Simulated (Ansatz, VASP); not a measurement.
**One calculation of Mg2NCl, two programs**

```
CELL_PARAMETERS angstrom
1.65967 0.95821 6.00756
-1.65967 0.95821 6.00756
0.00000 -1.91642 6.00756
ATOMIC_POSITIONS crystal
Mg 0.22279 0.22279 0.22279
Mg 0.77721 0.77721 0.77721
N 0.50000 0.50000 0.50000
Cl 0.00000 0.00000 0.00000
```

Alike in both runs: task single point; functional PBE; k mesh 8 × 8 × 8; no spin polarisation.

|  | VASP | Ansatz |
| --- | --- | --- |
| version | VASP 6.6.1 | Ansatz 0.2.0 |
| potentials or method | VASP PAW PBE potentials, release 64 (Mg, N, Cl) | plane waves, PAW |
| plane-wave cutoff (eV) | 520 | 420 |
| occupations | gaussian, width 0.01 eV | fixed |
| valence electrons in the cell | 16 | 32 |

|  | VASP | Ansatz | Ansatz less VASP |
| --- | --- | --- | --- |
| gap on the k mesh at the Fermi level (eV) | 2.20 | 2.24 | +0.042 |
| pressure (GPa) | -0.4 | 0.0 | +0.33 |
| traceless stress, the component that is largest in VASP (GPa) | -0.11 | 0.00 | +0.106 |
| rms of the force components (eV/Å) | 0.022 | 0.001 | -0.0202 |

Atom by atom the forces differ by 0.020 eV/Å (rms over components). VASP's potentials hold 16 valence electrons a cell and Ansatz's 32, so a difference there can come from the potentials and not from the codes.
